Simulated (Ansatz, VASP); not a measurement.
# One calculation of AlGa5As6, two programs

File INCAR:

```
  ALGO = Normal
  EDIFF = 1E-6
  ENCUT = 520
  GGA = PE
  ISIF = 2
  ISMEAR = 0
  LASPH = T
  LCHARG = F
  LREAL = F
  LWAVE = F
  NBANDS = 61
  NELM = 60
  PREC = Accurate
  SIGMA = 0.1
```

KPOINTS

```
k-points
0
Gamma
  4 4 1
```

The input POSCAR:

```
AlGa5As6
1.0
    4.0614933000      0.0000000000      0.0000000000
    0.0000000000      4.0614933000      0.0000000000
    0.0000000000      0.0000000000     17.2192632000
Al Ga As
1 5 6
Direct
    0.0000000000      0.0000000000      0.5000000000
    0.0000000000      0.0000000000      0.8331720000
    0.5000000000      0.5000000000      0.0000000000
    0.0000000000      0.0000000000      0.1668280000
    0.5000000000      0.5000000000      0.3335930000
    0.5000000000      0.5000000000      0.6664070000
    0.5000000000      0.0000000000      0.9165850000
    0.0000000000      0.5000000000      0.0834150000
    0.5000000000      0.0000000000      0.2501970000
    0.0000000000      0.5000000000      0.4173250000
    0.5000000000      0.0000000000      0.5826750000
    0.0000000000      0.5000000000      0.7498030000
```

Input for Ansatz:

```yaml
crystal:
  lattice:
    - [4.0614933, 0.0, 0.0]
    - [0.0, 4.0614933, 0.0]
    - [0.0, 0.0, 17.2192632]
  atoms:
    - { symbol: Al, position: [0.0, 0.0, 0.5] }
    - { symbol: Ga, position: [0.0, 0.0, 0.833172] }
    - { symbol: Ga, position: [0.5, 0.5, 0.0] }
    - { symbol: Ga, position: [0.0, 0.0, 0.166828] }
    - { symbol: Ga, position: [0.5, 0.5, 0.333593] }
    - { symbol: Ga, position: [0.5, 0.5, 0.666407] }
    - { symbol: As, position: [0.5, 0.0, 0.916585] }
    - { symbol: As, position: [0.0, 0.5, 0.083415] }
    - { symbol: As, position: [0.5, 0.0, 0.250197] }
    - { symbol: As, position: [0.0, 0.5, 0.417325] }
    - { symbol: As, position: [0.5, 0.0, 0.582675] }
    - { symbol: As, position: [0.0, 0.5, 0.749803] }
basis:
  ecutwfc: 420
kpoints:
  mp_grid: { grid: [4, 4, 1] }
hamiltonian:
  xc: pbe
scf:
  occupations: { method: gaussian, width: 0.1 }
  lower_state_search: "off"
output:
  forces: true
  stress: true
  eigenvalues: true
```

Alike in both runs: task single point; functional PBE; k mesh 4 × 4 × 1; occupations gaussian, width 0.1 eV; no spin polarisation.

|  | VASP | Ansatz |
| --- | --- | --- |
| version | VASP 6.6.1 | Ansatz 0.2.0 |
| potentials or method | VASP PAW PBE potentials, release 64 (Al, Ga_d, As), cutoff 520 eV | scalar-relativistic, plane waves, PAW |
| valence electrons in the cell | 98 | 158 |

VASP gave:

| Item | Value |
| --- | --- |
| gap on the k mesh at the Fermi level (eV) | 0.40 |
| least direct gap on the mesh (eV) | 0.40 |
| pressure (GPa) | 0.2 |
| traceless stress, the component that is largest in VASP (GPa) | -0.70 |
| rms of the force components (eV/Å) | 0.006 |

Q: What did Ansatz give for the same quantities?

A: gap on the k mesh at the Fermi level (eV): 0.39; least direct gap on the mesh (eV): 0.39; pressure (GPa): 0.0; traceless stress, the component that is largest in VASP (GPa): -0.69; rms of the force components (eV/Å): 0.005.

Atom by atom the forces differ by 0.001 eV/Å (rms over components). VASP's potentials hold 98 valence electrons a cell and Ansatz's 158, so a difference there can come from the potentials and not from the codes.
